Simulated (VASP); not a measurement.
Set up this calculation in VASP 6.6.1, as the native input.

```yaml
Task: single point
Functional: PBE
Potentials_or_basis: VASP PAW PBE potentials, release 64 (Cd, S)
Cutoff: 520 eV
k_mesh: 5 × 5 × 3
Occupations: fermi-dirac, width 0.02 eV
Spin: no spin polarisation
Dipole_correction: no
Further_INCAR_settings: ALGO = Normal; EDIFF = 1e-06; NBANDS = 26
```

The structure of CdS (Greenockite) lies in POSCAR:

```
CdS
1.0
    4.1500000000      0.0000000000      0.0000000000
   -2.0750000000      3.5940054257      0.0000000000
    0.0000000000      0.0000000000      6.7370000000
Cd S
2 2
Direct
    0.6666666667      0.3333333333      0.5000000000
    0.3333333333      0.6666666667      0.0000000000
    0.6666666667      0.3333333333      0.8750000000
    0.3333333333      0.6666666667      0.3750000000
```

These files were run (other wordings do the same):

INCAR

```
PREC = Accurate
ENCUT = 520
EDIFF = 1E-6
ISMEAR = -1
SIGMA = 0.02
LREAL = F
LASPH = T
NELM = 60
ALGO = Normal
ISIF = 2
LWAVE = F
LCHARG = F
GGA = PE
NBANDS = 26
```

KPOINTS

```
Automatic mesh
0
Gamma
  5 5 3
```

Potentials or basis: VASP PAW PBE potentials, release 64 (Cd, S).

Launch:

```sh
$ cat potpaw_PBE.64/Cd/POTCAR potpaw_PBE.64/S/POTCAR > POTCAR
$ mpirun -np 1 vasp_std > vasp.out
```

Results of the run:

```
Pressure               : 2.4 GPa
Largest force          : 0.066 eV/Å
Band gap on the k mesh : 1.20 eV, direct
```

Run time: 19 s on 1 thread of AMD EPYC 7R13 Processor (Zen 3), with other jobs on the host, peak memory 0.18 GiB.
